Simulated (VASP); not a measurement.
**ZnCd2Se3: single point with LDA**

Crystal: ZnCd2Se3.

```
Zn Cd Se
1.0
    -2.12706    2.12706    9.13438
     2.12706   -2.12706    9.13438
     2.12706    2.12706   -9.13438
Zn Cd Se
1 2 3
Direct
  0.50000 0.50000 0.00000
  0.83805 0.83805 0.00000
  0.16195 0.16195 0.00000
  0.42651 0.92651 0.50000
  0.07348 0.57349 0.50000
  0.75000 0.25000 0.50000
```

```yaml
Program: VASP 6.6.1
Task: single point
Functional: LDA
Potentials_or_basis: VASP PAW LDA potentials, release 64 (Zn, Cd, Se)
Cutoff: 520 eV
k_mesh: 10 × 10 × 10
Occupations: gaussian, width 0.02 eV
Spin: no spin polarisation
Dipole_correction: no
k_mesh_for_the_DOS: 15 × 15 × 15
Occupations_for_the_DOS: tetrahedron
Further_INCAR_settings: ALGO = Normal; EDIFF = 1e-06
```

```
Valence electrons inside the program's atomic spheres : Zn 10.70; Cd 10.29; Se 3.83
```

Levels at points of the mesh, in eV from the valence-band top:
```csv
k point,band 25,band 26,band 27,band 28,band 29,band 30
"(0.00, 0.00, 0.00)",-0.12,0.00,0.00,0.38,3.21,3.34
```

Run time: 48 min on 1 thread of Intel(R) Xeon(R) 6975P-C (Granite Rapids), on a shared host, peak memory 1.6 GiB.
